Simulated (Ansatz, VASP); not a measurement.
Al2O3 in VASP and in Ansatz

Contents of INCAR:

```
SYSTEM = Al2O3
PREC = Accurate
ENCUT = 600
EDIFF = 1E-6
ISMEAR = 0
SIGMA = 0.02
LREAL = .False.
LASPH = .True.
NELM = 80
ALGO = Normal
ISIF = 3
LWAVE = .False.
LCHARG = .False.
GGA = PE
IVDW = 12
IBRION = 2
NSW = 70
EDIFFG = -0.005
```

KPOINTS

```
Automatic mesh
0
Gamma
  6 6 6
  0 0 0
```

Contents of POSCAR:

```
Al2O3
1.0
    2.4043547729      1.3881548753      4.3744983371
   -2.4043547729      1.3881548753      4.3744983371
    0.0000000000     -2.7763097507      4.3744983370
Al O
4 6
Direct
    0.3521453631      0.3521453631      0.3521453631
    0.1478546369      0.1478546369      0.1478546369
    0.6478546369      0.6478546369      0.6478546369
    0.8521453631      0.8521453631      0.8521453631
    0.5561715226      0.9438284774      0.2500000000
    0.2500000000      0.5561715226      0.9438284774
    0.9438284774      0.2500000000      0.5561715226
    0.4438284774      0.0561715226      0.7500000000
    0.7500000000      0.4438284774      0.0561715226
    0.0561715226      0.7500000000      0.4438284774
```

Input for Ansatz:

```yaml
crystal:
  lattice:
    - [2.4043547729, 1.3881548753, 4.3744983371]
    - [-2.4043547729, 1.3881548753, 4.3744983371]
    - [0.0, -2.7763097507, 4.374498337]
  atoms:
    - { symbol: Al, position: [0.3521453631, 0.3521453631, 0.3521453631] }
    - { symbol: Al, position: [0.1478546369, 0.1478546369, 0.1478546369] }
    - { symbol: Al, position: [0.6478546369, 0.6478546369, 0.6478546369] }
    - { symbol: Al, position: [0.8521453631, 0.8521453631, 0.8521453631] }
    - { symbol: O, position: [0.5561715226, 0.9438284774, 0.25] }
    - { symbol: O, position: [0.25, 0.5561715226, 0.9438284774] }
    - { symbol: O, position: [0.9438284774, 0.25, 0.5561715226] }
    - { symbol: O, position: [0.4438284774, 0.0561715226, 0.75] }
    - { symbol: O, position: [0.75, 0.4438284774, 0.0561715226] }
    - { symbol: O, position: [0.0561715226, 0.75, 0.4438284774] }
basis:
  ecutwfc: 420
kpoints:
  mp_grid: { grid: [6, 6, 6] }
hamiltonian:
  xc: pbe
  dispersion: d3bj
scf:
  occupations: { method: gaussian, width: 0.02 }
output:
  forces: true
  stress: true
  eigenvalues: true
relax:
  adjacent_minimum: "off"
  f_tol: 0.005
  max_steps: 50
  cell: { stress_tol: 0.05 }
```

Alike in both runs: task relaxation of cell and atoms; functional PBE; dispersion D3(BJ); k mesh 6 × 6 × 6; occupations gaussian, width 0.02 eV; no spin polarisation.

|  | VASP | Ansatz |
| --- | --- | --- |
| version | VASP 6.6.1 | Ansatz 0.2.0 |
| potentials or method | VASP PAW PBE potentials, release 64 (Al, O), cutoff 600 eV | scalar-relativistic, plane waves, PAW |
| valence electrons in the cell | 48 | 48 |

```csv
,VASP,Ansatz,Ansatz less VASP
"gap on the k mesh at the Fermi level, each at its own relaxed structure (eV)",6.10,6.07,-0.024
relaxed volume (Å³/atom),8.58,8.60,+0.019
relaxed cell length with the largest relative difference (Å),5.144,5.148,+0.0045
```
